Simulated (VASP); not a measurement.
Write the native input for VASP 6.6.1 that does the following.

```
Task                   : single point
Functional             : LDA
Potentials or basis    : VASP PAW LDA potentials, release 64 (Ca_sv, Si)
Cutoff                 : 520 eV
k mesh                 : 8 × 8 × 8
Occupations            : gaussian, width 0.05 eV
Spin                   : no spin polarisation
Dipole correction      : no
Further INCAR settings : ALGO = Normal; EDIFF = 1e-07; NBANDS = 19
```

The structure of Ca2Si lies in POSCAR:

```
Ca2Si
1.0
    0.0000000000      3.5425210274      3.4201357065
    3.5425210274      0.0000000000      3.4201357065
    3.5425210274      3.5425210274      0.0000000000
Ca Si
2 1
Direct
    0.7267257627      0.7267257627      0.7732742373
    0.2732742373      0.2732742373      0.2267257627
    0.0000000000      0.0000000000      0.0000000000
```

This cell differs from its parent crystal: atoms displaced along a vibrational mode, the cell strained.

These files were run (other wordings do the same):

INCAR

```
ALGO = Normal
EDIFF = 1E-7
ENCUT = 520
GGA = CA
ISIF = 2
ISMEAR = 0
LASPH = True
LCHARG = False
LREAL = False
LWAVE = False
NBANDS = 19
NELM = 80
PREC = Accurate
SIGMA = 0.05
```

KPOINTS

```
k-points
0
Gamma
  8 8 8
```

Potentials or basis: VASP PAW LDA potentials, release 64 (Ca_sv, Si).

Run with:

```sh
$ cat potpaw_LDA.64/Ca_sv/POTCAR potpaw_LDA.64/Si/POTCAR > POTCAR
$ mpirun -np 1 vasp_std > vasp.out
```

Results of the run:

| Quantity | Value |
| --- | --- |
| Pressure | 0.5 GPa |
| Largest force | 1.051 eV/Å |
| Band gap on the k mesh | 0.28 eV |

Caveat: the cell differs from its parent crystal (atoms displaced along a vibrational mode, the cell strained); forces of over 1 eV/Å act on the atoms, so gaps and moduli don't describe the material at rest.

Wall time 5 min on 1 thread of Oxide Virtual Turin-like Processor, with other jobs on the host, peak memory 0.26 GiB.
